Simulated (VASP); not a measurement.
# CaC3 (I4/mmm) in VASP: a series of runs, part 2 of 2

VASP 6.6.1.

## 5. Single point, PBE

Contents of INCAR:

```
SYSTEM = CaC3
ALGO = Normal
EDIFF = 1E-6
ENCUT = 520
GGA = PE
ISIF = 2
ISMEAR = 0
LASPH = .True.
LCHARG = .True.
LELF = .True.
LREAL = .False.
LVHAR = .True.
LWAVE = .False.
NBANDS = 19
NELM = 80
PREC = Accurate
SIGMA = 0.1
```

Contents of KPOINTS:

```
k-points
0
Gamma
  18 18 18
  0 0 0
```

Contents of POSCAR:

```
CaC3
1.0
   -1.7592276794      1.7592276794      3.5589337301
    1.7592276794     -1.7592276794      3.5589337301
    1.7592276794      1.7592276794     -3.5589337301
Ca C
1 3
Direct
    0.0000000000      0.0000000000      0.0000000000
    0.5000000000      0.5000000000      0.0000000000
    0.2500000000      0.7500000000      0.5000000000
    0.7500000000      0.2500000000      0.5000000000
```

Potentials or basis: VASP PAW PBE potentials, release 64 (Ca_sv, C).

Started as:

```
> cat potpaw_PBE.64/Ca_sv/POTCAR potpaw_PBE.64/C/POTCAR > POTCAR
> mpirun -np 1 vasp_std > vasp.out
```

OUTCAR:

```text
SYSTEM = CaC3
   EDIFF = 1E-6
   ENCUT = 520
   GGA = PE
   ISIF = 2
   ISMEAR = 0
   LASPH = .True.
   LREAL = .False.
   NELM = 80
   PREC = Accurate

 ion  position               nearest neighbor table
   1  0.000  0.000  0.000-   2 2.49   2 2.49   2 2.49   2 2.49   4 2.50   3 2.50   4 2.50   3 2.50
                             4 2.50   4 2.50   3 2.50   3 2.50
   2  0.500  0.500  0.000-   1 2.49   1 2.49   1 2.49   1 2.49
   3  0.250  0.750  0.500-   1 2.50   1 2.50   1 2.50   1 2.50
   4  0.750  0.250  0.500-   1 2.50   1 2.50   1 2.50   1 2.50

  LATTYP: Found a body centered tetragonal cell.
 ALAT       =     3.5184553588
 C/A-ratio  =     2.0230091715

  Lattice vectors:

 A1 = (  -1.7592276794,   1.7592276794,   3.5589337301)
 A2 = (   1.7592276794,  -1.7592276794,   3.5589337301)
 A3 = (   1.7592276794,   1.7592276794,  -3.5589337301)

Analysis of symmetry for initial positions (statically):
=====================================================================
 Subroutine PRICEL returns:
 Original cell was already a primitive cell.

 Routine SETGRP: Setting up the symmetry group for a
 body centered tetragonal supercell.

 Subroutine GETGRP returns: Found 16 space group operations
 (whereof 16 operations were pure point group operations)
 out of a pool of 16 trial point group operations.

The static configuration has the point symmetry D_4h.

Analysis of symmetry for dynamics (positions and initial velocities):
=====================================================================
 Subroutine PRICEL returns:
 Original cell was already a primitive cell.

 Routine SETGRP: Setting up the symmetry group for a
 body centered tetragonal supercell.

 Subroutine GETGRP returns: Found 16 space group operations
 (whereof 16 operations were pure point group operations)
 out of a pool of 16 trial point group operations.

The dynamic configuration has the point symmetry D_4h.

[... 120 lines left out ...]
   IMIX   =      4    mixing-type and parameters
     AMIX     =   0.40;   BMIX     =  1.00
     AMIX_MAG =   1.60;   BMIX_MAG =  1.00
  volume/ion in A,a.u.               =      11.01        74.33
  Fermi-wavevector in a.u.,A,eV,Ry     =   1.298796  2.454369 22.951286  1.686872
  Thomas-Fermi vector in A             =   2.430102
   LORBIT       =      0    0 simple, 1 ext, 2 COOP (PROOUT), +10 PAW based schemes
   GGA     = PE    functional components
   LHFCALC =     F    Hartree Fock is set to
   AEXX    =    0.0000 exact exchange contribution
   IVDW    =     0    specifies the selected vdW correction
   LEPSILON=     F    determine dielectric tensor
   LRPA    =     F    only Hartree local field effects (RPA)
 non-spin polarized calculation
 Gauss-broadening in eV      SIGMA  =   0.10
  energy-cutoff  :      520.00
  volume of cell :       44.06
 maximum number of plane-waves:      1214
   NGX = 17   NGY = 17   NGZ = 17

 number of electron      21.9999999 magnetization

 Free energy of the ion-electron system (eV)
  ---------------------------------------------------
  ext. energy  EPLUGINS =         0.00000000
  ---------------------------------------------------
  free energy    TOTEN  =       -18.48487008 eV

  energy without entropy =      -18.47703331  energy(sigma->0) =      -18.48095170

 E-fermi :   4.6433     XC(G=0): -11.4281

 val. band max:        4.6412589855   @ k =  -0.3889   0.0556  -0.0000
 cond. band min:       4.6516195164   @ k =  -0.2778   0.4444   0.1667
 fundamental gap:      0.0103605309
 Fermi energy:         4.6433142760

 k-point     1 :       0.0000    0.0000    0.0000
  band No.  band energies     occupation
      1     -33.6429      2.00000
      2     -14.8710      2.00000
      3     -14.7101      2.00000
      4     -14.7101      2.00000
      5      -8.5662      2.00000
      6      -2.0795      2.00000
[... 505 lines left out ...]
      6      -2.8298      2.00000
[... 11 lines left out ...]
     18      12.6800      0.00000
     19      12.9257      0.00000

 [... further k-points ...]

------------------------ aborting loop because EDIFF is reached ----------------------------------------

  FORCE on cell =-STRESS in cart. coord.  units (eV):
  Direction    XX          YY          ZZ          XY          YZ          ZX
  --------------------------------------------------------------------------------------
  -------------------------------------------------------------------------------------
  Total        0.1512775      0.1512775      0.1316014      0.0000000      0.0000000      0.0000000
  in kB        5.5012450      5.5012450      4.7857186      0.0000000      0.0000000      0.0000000
  external PRESSURE =       5.2627362 kB  Pullay stress =       0.0000000 kB

 VOLUME and BASIS-vectors are now :
 -----------------------------------------------------------------------------
  energy-cutoff  :      520.00
  volume of cell :       44.06
      direct lattice vectors                 reciprocal lattice vectors
    -1.759227679  1.759227679  3.558933730     0.000000000  0.284215628  0.140491517
     1.759227679 -1.759227679  3.558933730     0.284215628  0.000000000  0.140491517
     1.759227679  1.759227679 -3.558933730     0.284215628  0.284215628  0.000000000

 POSITION                                       TOTAL-FORCE (eV/Angst)
 -----------------------------------------------------------------------------------
      0.00000      0.00000      0.00000        -0.000000     -0.000000     -0.000000
      0.00000      0.00000      3.55893        -0.000000     -0.000000     -0.000000
      1.75923      0.00000      1.77947        -0.000000      0.000000      0.000000
      0.00000      1.75923      1.77947         0.000000     -0.000000     -0.000000
 -----------------------------------------------------------------------------------
    total drift:                                0.000000     -0.000000     -0.000000

  FREE ENERGIE OF THE ION-ELECTRON SYSTEM (eV)
  ---------------------------------------------------
  free  energy   TOTEN  =       -18.4848700837 eV

  energy  without entropy=      -18.4770333100  energy(sigma->0) =      -18.48095170
```

Wall time 8.7 min (1 thread of Intel Xeon 8259CL, shared host); peak memory 0.47 GiB.

What came out:

```yaml
Free_energy: -18.4849 eV
Pressure: 0.5 GPa
Band_gap_on_the_k_mesh: zero (bands 11 and 12 overlap by 2.52 eV)
```

## 6. Overview

```tsv
task	cell	k mesh	cutoff (eV)	gap on the mesh (eV)	pressure (GPa)
single point	a = 4.361 Å, angles 132.7, 132.7, 69.2°, 4 atoms	6 × 6 × 6	520	none	0.4
single point	a = 4.729 Å, angles 135.6, 135.6, 64.7°, 4 atoms	8 × 8 × 8	520	none	-10.6
relaxation of cell and atoms	relaxed from a = 4.729 Å, angles 135.6, 135.6, 64.7°, 4 atoms	6 × 6 × 6	600	none	-0.2
single point	a = 4.342 Å, angles 132.2, 132.2, 69.9°, 4 atoms	18 × 18 × 18	520	none	0.5
```

Alike in all rows: level PBE; potentials or basis VASP PAW PBE potentials, release 64 (Ca_sv, C); no spin polarisation; smearing gaussian 0.1 eV.

Caveats: the cell stands under tension (at least some runs).

Absolute energies hang on the potentials; compare differences alone.
